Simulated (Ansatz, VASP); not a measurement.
This is a calculation of FeO for Ansatz 0.2.0.

File input.yaml:

```yaml
crystal:
  lattice:
    - [0.0, 2.126269402, 2.126269402]
    - [2.126269402, 0.0, 2.126269402]
    - [2.126269402, 2.126269402, 0.0]
  atoms:
    - { symbol: Fe, position: [0.0, 0.0, 0.0], spin: 3.0 }
    - { symbol: O, position: [0.5, 0.5, 0.5] }
hamiltonian:
  xc: blyp
  pseudopotentials: { kind: paw }
  dispersion: d4
magnetization:
  spin_polarized: true
kpoints:
  mp_grid: { grid: [11, 11, 11] }
scf:
  occupations: { method: fermi_dirac, width: 0.05 }
output:
  forces: true
  stress: true
  eigenvalues: true
```

Potentials or basis: Ansatz PAW.

Run with:

```sh
$ ansatz run input.yaml --threads 2 --pin off --max-ram 5120MiB --backend cpu --events-out ev --progress --plain --runs-dir out
```

Q: Translate it to VASP 6.6.1. Potentials there: VASP PAW PBE potentials, release 64 (Fe, O).

A: As run (the cutoff follows the program's own potentials):

The input INCAR:

```
PREC = Accurate
ENCUT = 520
EDIFF = 1E-6
ISMEAR = -1
SIGMA = 0.05
LREAL = F
LASPH = T
NELM = 150
ALGO = Normal
ISIF = 2
LWAVE = F
LCHARG = T
ISPIN = 2
MAGMOM = 3 0
LORBIT = 11
LMAXMIX = 4
GGA = B5
ALDAX = 1.0
AGGAX = 1.0
AGGAC = 1.0
ALDAC = 0.0
IVDW = 13
VDW_S6 = 1.0
VDW_S8 = 2.34076671
VDW_A1 = 0.44488865
VDW_A2 = 4.0933009
LELF = T
LVHAR = T
NBANDS = 18
```

KPOINTS

```
regular mesh
0
Gamma
  11 11 11
```

POSCAR

```
FeO
1.0
    0.0000000000      2.1262694020      2.1262694020
    2.1262694020      0.0000000000      2.1262694020
    2.1262694020      2.1262694020      0.0000000000
Fe O
1 1
Direct
    0.0000000000      0.0000000000      0.0000000000
    0.5000000000      0.5000000000      0.5000000000
```

Potentials or basis: VASP PAW PBE potentials, release 64 (Fe, O).

The run is started by

```sh
$ cat potpaw_PBE.64/Fe/POTCAR potpaw_PBE.64/O/POTCAR > POTCAR
$ mpirun -np 1 vasp_std > vasp.out
```

Both were run:

|  | VASP | Ansatz | Ansatz less VASP |
| --- | --- | --- | --- |
| gap on the k mesh at the Fermi level (eV) | none | none | - |
| pressure (GPa) | 9.3 | 8.9 | -0.36 |
| net moment per atom (μB) | 2.00 | 2.00 | +0.001 |
| size of the moment on the site where the two differ most (μB) | 3.59 | 3.42 | -0.171 |

VASP's potentials were made for PBE, not for BLYP. Site moments also hang on the region over which each program counts them. A gap of «none» marks a metal or a gap that the smearing closes. VASP's potentials hold 14 valence electrons a cell and Ansatz's 22, so a difference there can come from the potentials and not from the codes.
